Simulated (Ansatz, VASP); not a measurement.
**One calculation of Al, two programs**

```
Al
1.0
     0.00000    2.10494    1.86206
     2.10494    0.00000    1.86206
     2.10494    2.10494    0.00000
Al
1
Direct
  0.00000 0.00000 0.00000
```

Change from the starting cell: strain +0.040 along x and y, -0.080 along z, atoms carried along.

Alike in both runs: task single point; functional PBE; k mesh 20 × 20 × 20; occupations gaussian, width 0.15 eV; no spin polarisation.

```csv
,VASP,Ansatz
version,VASP 6.6.1,Ansatz 0.2.0
potentials or method,"VASP PAW PBE potentials, release 64 (Al), cutoff 520 eV","scalar-relativistic, plane waves, PAW"
valence electrons in the cell,3,3
```

|  | VASP | Ansatz | Ansatz less VASP |
| --- | --- | --- | --- |
| gap on the k mesh at the Fermi level (eV) | none | none | - |
| pressure (GPa) | 0.8 | 0.8 | +0.03 |
| traceless stress, the component that is largest in VASP (GPa) | 4.18 | 4.17 | -0.007 |

A gap of «none» marks a metal or a gap that the smearing closes. The functional is the same, so the differences come from potentials, cutoffs and numerics.
